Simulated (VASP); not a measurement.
Here is a VASP 6.6.1 calculation.

INCAR

```
PREC = Accurate ; ENCUT = 520
EDIFF = 1E-6 ; ISMEAR = -1
SIGMA = 0.05 ; LREAL = F
LASPH = T ; NELM = 60
ALGO = Normal ; ISIF = 2
LWAVE = F ; LCHARG = F
GGA = PS ; NBANDS = 15
```

File KPOINTS:

```
regular mesh
0
Gamma
  10 10 10
```

Contents of POSCAR:

```
TaN
1.0
    0.0000000000      2.1964814589      2.1964814589
    2.1964814589      0.0000000000      2.1964814589
    2.1964814589      2.1964814589      0.0000000000
Ta N
1 1
Direct
    0.5000000000      0.5000000000      0.5000000000
    0.0000000000      0.0000000000      0.0000000000
```

Potentials or basis: VASP PAW PBE potentials, release 64 (Ta_pv, N).

Run with:

```bash
$ cat potpaw_PBE.64/Ta_pv/POTCAR potpaw_PBE.64/N/POTCAR > POTCAR
$ mpirun -np 1 vasp_std > vasp.out
```

Q: Estimate the pressure.

A: -3.3 GPa.

Q: Estimate the band gap on the k mesh.

A: Zero (band 8 reaches 11.32 eV, above the bottom of band 9 at 7.27 eV).

Caveat: the PAW data sets were made with another functional, which shifts forces and pressure a little; spin-orbit coupling is left out, which moves the levels of the heavy elements.
